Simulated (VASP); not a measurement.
## TlBr: vibrations by perturbation theory with LDA

The system is TlBr.

```
Tl Br
1.0
     3.36459    0.00000    0.00000
     0.00000    3.36459    0.00000
     0.00000    0.00000    3.36459
Tl Br
1 1
Cartesian
  0.0000 0.0000 0.0000
  1.6823 1.6823 1.6823
```

```
Program                : VASP 6.6.1
Task                   : vibrations by perturbation theory
Functional             : LDA
Potentials or basis    : VASP PAW LDA potentials, release 64 (Tl_d, Br)
Cutoff                 : 500 eV
k mesh                 : 12 × 12 × 12
Occupations            : fermi-dirac, width 0.15 eV
Spin                   : no spin polarisation
Dipole correction      : no
Further INCAR settings : ALGO = Normal; EDIFF = 1e-08; NBANDS = 17; IBRION = 8; NSW = 1
```

The highest phonon frequency at Γ, LO-TO splitting left out is 155 cm⁻¹.

Phonon frequencies in cm⁻¹ (negative: imaginary):
| q point | frequencies |
| --- | --- |
| (0.000, 0.000, 0.000) | 0 0 0 155 155 155 |

Run time: 2.6 min on 1 thread of Intel(R) Xeon(R) 6975P-C (Granite Rapids) (shared host), peak memory 0.4 GiB.

Caveat: the cell stands under pressure or tension, which shifts response properties.
